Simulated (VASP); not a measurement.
A run of VASP 6.6.1:

Contents of INCAR:

```
PREC     = Accurate       # precision mode
ENCUT    = 520            # plane-wave cutoff, eV
EDIFF    = 1E-6           # SCF threshold, eV
ISMEAR   = 1              # smearing method
SIGMA    = 0.1            # smearing width, eV
LREAL    = Auto         
LASPH    = True           # aspherical terms in the spheres
NELM     = 60             # most SCF steps
ALGO     = Normal         # electronic algorithm
ISIF     = 2              # what is computed and relaxed
LWAVE    = False          # write WAVECAR
LCHARG   = True           # write CHGCAR
GGA      = PE             # functional
LELF     = True           # ELF
LVHAR    = True         
NBANDS   = 136            # bands
```

The input KPOINTS:

```
regular mesh
0
Gamma
  1 1 1
```

The input POSCAR:

```
Ti12B24F
1.0
    6.0635047200      0.0000000600      0.0000000000
   -4.5476286100      7.8767236400      0.0000000000
    0.0000000000      0.0000000000      6.4483601600
Ti B F
12 24 1
Direct
   -0.0031964717     -0.0161888376     -0.0000058930
    0.0024230691     -0.0037425459      0.5001767767
    0.0391733026      0.3621607318      0.0000901004
    0.0158869258      0.3438903182      0.5001770869
   -0.0071333100      0.6659178664      0.0001905911
   -0.0062317288      0.6650639580      0.5000576767
    0.4573565775     -0.0207301963     -0.0000334969
    0.4832657535     -0.0130982162      0.5001322693
    0.5041162693      0.3365018364      0.0001981899
    0.5092008766      0.3413372225      0.5002340006
    0.5072946100      0.6753203759      0.0000835871
    0.5006514044      0.6677898337      0.5001781724
    0.1650436427      0.2182178871      0.2649141732
    0.3363529773      0.1196124205      0.2573519405
    0.1648850664      0.2181636768      0.7355206413
    0.3363227525      0.1196128013      0.7429502821
    0.1629051489      0.5508878042      0.2530095962
    0.3372739784      0.4517887313      0.2502985193
    0.1629638600      0.5509091329      0.7472768084
    0.3372483813      0.4517383296      0.7500685259
    0.1569506834      0.8818636159      0.2503222463
    0.3322103858      0.7832229823      0.2545481269
    0.1568941946      0.8818003916      0.7499286454
    0.3322722194      0.7832245058      0.7457328500
    0.6555584361      0.2161642376      0.2754219609
    0.8355227478      0.1198204981      0.3098165968
    0.6556231169      0.2161071073      0.7251542848
    0.8355423716      0.1198171972      0.6908088087
    0.6617107371      0.5483898075      0.2509847403
    0.8333843962      0.4490204445      0.2507609625
    0.6617011813      0.5484186265      0.7494002940
    0.8334619139      0.4490976339      0.7495902648
    0.6577409283      0.8815641221      0.2613345034
    0.8321330011      0.7836918283      0.2545786773
    0.6578562869      0.8817060593      0.7390554935
    0.8320544319      0.7836402840      0.7457300586
   -0.1800445273      0.1243349463      0.0007204933
```

Potentials or basis: VASP PAW PBE potentials, release 64 (Ti_sv, B, F).

The run is started by

```sh
$ cat potpaw_PBE.64/Ti_sv/POTCAR potpaw_PBE.64/B/POTCAR potpaw_PBE.64/F/POTCAR > POTCAR
$ mpirun -np 1 vasp_gam > vasp.out
```

Hardware: 1 thread of Intel(R) Xeon(R) 6975P-C (Granite Rapids), with other jobs on the host.

Question: Estimate the wall time of this run.

Answer: Wall time 78 s on 1 thread of Intel(R) Xeon(R) 6975P-C (Granite Rapids) (shared host), peak memory 0.37 GiB. Counts: scf iterations 21, k points 1.
